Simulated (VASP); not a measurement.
**ScAl3: single point with PBE**

ScAl3:

```
Sc Al
1.0
     4.43376    0.00000    0.00000
     0.00000    4.43376    0.00000
     0.00000    0.00000    4.43376
Sc Al
1 3
Direct
  0.00000 0.00000 0.00000
  0.50000 0.00000 0.50000
  0.00000 0.50000 0.50000
  0.50000 0.50000 0.00000
```

This cell differs from its parent crystal: strain +0.080 along x and y, +0.080 along z.

```yaml
Program: VASP 6.6.1
Task: single point
Functional: PBE
Potentials_or_basis: VASP PAW PBE potentials, release 64 (Sc_sv, Al)
Cutoff: 520 eV
k_mesh: 12 × 12 × 12
Occupations: gaussian, width 0.15 eV
Spin: no spin polarisation
Dipole_correction: no
Further_INCAR_settings: ALGO = Fast; EDIFF = 1e-06; NBANDS = 18
```

- Pressure: -12.0 GPa
- Band gap on the k mesh: zero (band 10 reaches 5.52 eV, above the bottom of band 11 at 2.63 eV)

Levels at points of the mesh, in eV from the Fermi level:
| k point | band 8 | band 9 | band 10 | band 11 | band 12 | band 13 |
| --- | --- | --- | --- | --- | --- | --- |
| (0.00, 0.00, 0.00) | -1.58 | -1.58 | -1.58 | 1.13 | 1.13 | 1.13 |
| (0.50, 0.00, 0.00) | -1.32 | -1.01 | -0.32 | 0.79 | 0.79 | 1.33 |
| (0.50, 0.50, 0.00) | -3.72 | -0.36 | -0.36 | 1.12 | 1.22 | 1.60 |
| (0.50, 0.50, 0.50) | -3.57 | -2.59 | -2.59 | -2.59 | 0.51 | 1.99 |

It took 59 s on 1 thread of Intel(R) Xeon(R) 6975P-C (Granite Rapids), with other jobs on the host, peak memory 0.28 GiB.

Caveat: the cell differs from its parent crystal (strain +0.080 along x and y, +0.080 along z).
